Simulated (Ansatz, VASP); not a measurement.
InP in VASP and in Ansatz

Contents of POSCAR:

```
InP
1.0
    0.0000000000      2.8356361294      2.8356361294
    2.8356361294      0.0000000000      2.8356361294
    2.8356361294      2.8356361294      0.0000000000
In P
1 1
Direct
    0.0000000000      0.0000000000      0.0000000000
    0.2500000000      0.2500000000      0.2500000000
```

The input INCAR.step1:

```
SYSTEM = InP
PREC = Accurate ; ENCUT = 520
ISMEAR = -1 ; SIGMA = 0.02
LREAL = .False. ; LASPH = .True.
NELM = 150 ; LNONCOLLINEAR = .True.
MAGMOM = 0 0 0 0 0 0 ; LSORBIT = .True.
GGA_COMPAT = .False. ; NBANDS = 30
GGA = PE ; ALGO = Normal
EDIFF = 1E-4 ; LWAVE = .True.
LCHARG = .False.
```

File INCAR.step2:

```
SYSTEM = InP
PREC = Accurate ; ENCUT = 520
EDIFF = 1E-6 ; ISMEAR = -1
SIGMA = 0.02 ; LREAL = .False.
LASPH = .True. ; NELM = 150
ALGO = Normal ; ISIF = 2
LWAVE = .False. ; LCHARG = .True.
LNONCOLLINEAR = .True. ; MAGMOM = 0 0 0 0 0 0
LORBIT = 11 ; LSORBIT = .True.
GGA_COMPAT = .False. ; LORBMOM = .True.
METAGGA = R2SCAN ; LMIXTAU = .True.
LVHAR = .True. ; NBANDS = 30
ISTART = 1
```

The input KPOINTS:

```
Automatic mesh
0
Gamma
  8 8 8
  0 0 0
```

Input for Ansatz:

```yaml
crystal:
  lattice:
    - [0.0, 2.8356361294, 2.8356361294]
    - [2.8356361294, 0.0, 2.8356361294]
    - [2.8356361294, 2.8356361294, 0.0]
  atoms:
    - { symbol: In, position: [0.0, 0.0, 0.0] }
    - { symbol: P, position: [0.25, 0.25, 0.25] }
kpoints:
  mp_grid: { grid: [8, 8, 8] }
  band_path:
    path:
      - [0.0, 0.0, 0.0]
      - [-0.5, -0.5, 0.0]
      - [-0.375, -0.375, 0.25]
      - [-0.375, 0.0, 0.375]
      - [0.0, 0.0, 0.5]
      - [-0.5, -0.25, 0.25]
    npoints: 1
hamiltonian:
  xc: r2scan
scf:
  occupations: { method: fermi_dirac, width: 0.02 }
  n_extra_bands: 8
magnetization:
  noncollinear: true
  spin_orbit: true
output:
  forces: true
  stress: true
  eigenvalues: true
```

Change from the starting cell: hydrostatic strain -4.0%.

Alike in both runs: task single point; functional r2SCAN; k mesh 8 × 8 × 8; occupations fermi-dirac, width 0.02 eV; non-collinear spin, spin-orbit coupling.

```csv
,VASP,Ansatz
version,VASP 6.6.1,Ansatz 0.2.0
potentials or method,"VASP PAW PBE potentials, release 64 (In_d, P)","plane waves, PAW"
plane-wave cutoff (eV),520,500
valence electrons in the cell,18,18
```

Ansatz gave:

```
pressure (GPa) : 10.9
```

Q: Which values does VASP return?

A: Pressure (GPa): 10.8.

VASP's potentials were made for PBE, not for r2SCAN.
